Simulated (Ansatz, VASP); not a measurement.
## InSb: VASP beside Ansatz

File INCAR:

```
SYSTEM = InSb
  PREC = Accurate
  ENCUT = 520
  EDIFF = 1E-6
  ISMEAR = 0
  SIGMA = 0.1
  LREAL = .False.
  LASPH = .True.
  NELM = 80
  ALGO = Fast
  ISIF = 2
  LWAVE = .False.
  LCHARG = .False.
  LDIPOL = .True.
  IDIPOL = 3
  DIPOL = 0.5 0.5 0.500
  GGA = PE
  NBANDS = 46
```

Contents of KPOINTS:

```
Automatic mesh
0
Gamma
  8 8 3
  0 0 0
```

Contents of POSCAR:

```
InSb
1.0
    4.6915474145      0.0000000000      0.0000000000
    0.0000000000      4.6915474145      0.0000000000
    0.0000000000      0.0000000000     26.6109874687
Sb In
4 4
Direct
    0.0000000000      0.5000000000      0.2818384702
    0.5000000000      0.0000000000      0.4065022015
    0.0000000000      0.5000000000      0.5311659328
    0.5000000000      0.0000000000      0.6558296641
    0.5000000000      0.5000000000      0.3441703359
    0.0000000000      0.0000000000      0.4688340672
    0.5000000000      0.5000000000      0.5934977985
    0.0000000000      0.0000000000      0.7181615298
```

Input for Ansatz:

```yaml
crystal:
  lattice:
    - [4.6915474145, 0.0, 0.0]
    - [0.0, 4.6915474145, 0.0]
    - [0.0, 0.0, 26.6109874687]
  atoms:
    - { symbol: Sb, position: [0.0, 0.5, 0.2818384702] }
    - { symbol: In, position: [0.5, 0.5, 0.3441703359] }
    - { symbol: Sb, position: [0.5, 0.0, 0.4065022015] }
    - { symbol: In, position: [0.0, 0.0, 0.4688340672] }
    - { symbol: Sb, position: [0.0, 0.5, 0.5311659328] }
    - { symbol: In, position: [0.5, 0.5, 0.5934977985] }
    - { symbol: Sb, position: [0.5, 0.0, 0.6558296641] }
    - { symbol: In, position: [0.0, 0.0, 0.7181615298] }
basis:
  ecutwfc: 420
kpoints:
  mp_grid: { grid: [8, 8, 3] }
hamiltonian:
  xc: pbe
scf:
  occupations: { method: gaussian, width: 0.1 }
output:
  forces: true
  stress: true
  eigenvalues: true
efield:
  axis: 3
  dipole_correction: true
  ramp_width: 0.04
```

Alike in both runs: task single point; functional PBE; k mesh 8 × 8 × 3; occupations gaussian, width 0.1 eV; no spin polarisation.

|  | VASP | Ansatz |
| --- | --- | --- |
| version | VASP 6.6.1 | Ansatz 0.2.0 |
| potentials or method | VASP PAW PBE potentials, release 64 (Sb, In_d), cutoff 520 eV | scalar-relativistic, plane waves, PAW |
| valence electrons in the cell | 72 | 112 |

VASP gave:

* gap on the k mesh at the Fermi level (eV): none
* rms of the force components (eV/Å): 0.151

Which values does Ansatz return?

gap on the k mesh at the Fermi level (eV): none; rms of the force components (eV/Å): 0.150.

A gap of «none» marks a metal or a gap that the smearing closes. The functional is the same, so the differences come from potentials, cutoffs and numerics. VASP's potentials hold 72 valence electrons a cell and Ansatz's 112, so a difference there can come from the potentials and not from the codes.

Spin-orbit coupling is off throughout.
